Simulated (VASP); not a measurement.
Write the native input for VASP 6.6.1 that does the following.

| Property | Result |
| --- | --- |
| Task | relaxation of cell and atoms |
| Functional | PBE |
| Potentials or basis | VASP PAW PBE potentials, release 64 (Co, Si) |
| Cutoff | 600 eV |
| k mesh | 6 × 6 × 14 |
| Occupations | gaussian, width 0.1 eV |
| Spin | no spin polarisation |
| Dipole correction | no |
| Further INCAR settings | ALGO = Normal; EDIFF = 1e-07; IBRION = 2; EDIFFG = -0.01; NSW = 100; ISIF = 3 |

The structure of CoSi3 lies in POSCAR:

```
CoSi3
1.0
    7.4251908422      0.0000000000      0.0000000000
   -3.7125954211      6.4304038973      0.0000000000
    0.0000000000      0.0000000000      2.6282433706
Co Si
2 6
Direct
    0.3333333333      0.6666666667      0.0000000000
    0.6666666667      0.3333333333      0.0000000000
    0.8140430811      0.1859569189      0.5000000000
    0.8140430811      0.6280861622      0.5000000000
    0.3719138378      0.1859569189      0.5000000000
    0.1859569189      0.8140430811      0.5000000000
    0.1859569189      0.3719138378      0.5000000000
    0.6280861622      0.8140430811      0.5000000000
```

The cell was built from a structure type or drawn by symmetry, and may not be a known phase.

One way to write it, as run:

INCAR

```
SYSTEM = CoSi3
  PREC = Accurate
  ENCUT = 600
  EDIFF = 1E-7
  ISMEAR = 0
  SIGMA = 0.1
  LREAL = .False.
  LASPH = .True.
  NELM = 120
  ALGO = Normal
  ISIF = 3
  LWAVE = .False.
  LCHARG = .False.
  GGA = PE
  IBRION = 2
  NSW = 100
  EDIFFG = -0.01
  GGA_COMPAT = .False.
  NELMIN = 4
```

KPOINTS

```
regular mesh
0
Gamma
  6 6 14
  0 0 0
```

Potentials or basis: VASP PAW PBE potentials, release 64 (Co, Si).

The run is started by

```sh
$ cat potpaw_PBE.64/Co/POTCAR potpaw_PBE.64/Si/POTCAR > POTCAR
$ mpirun -np 1 vasp_std > vasp.out
```

It gave:

The relaxed volume is 15.64 Å³/atom, the relaxed cell is a = 7.450 Å, b = 7.450 Å, c = 2.603 Å, α = 90.00°, β = 90.00°, γ = 120.00° and the space group after relaxing (to 0.1 Å) is P6/mmm (No. 191). The energy gained by relaxing is 1.3 meV/atom and the ionic steps are 7. The pressure after relaxing is 0.0 GPa and the largest force after relaxing is 0.005 eV/Å. The band gap on the k mesh is zero (bands 21 and 22 overlap by 1.83 eV).

Caveat: the run has no spin polarisation, though such a crystal can be magnetic.

Wall time 9.5 min on 1 thread of Intel(R) Xeon(R) 6975P-C (Granite Rapids), on a shared host, peak memory 0.42 GiB.
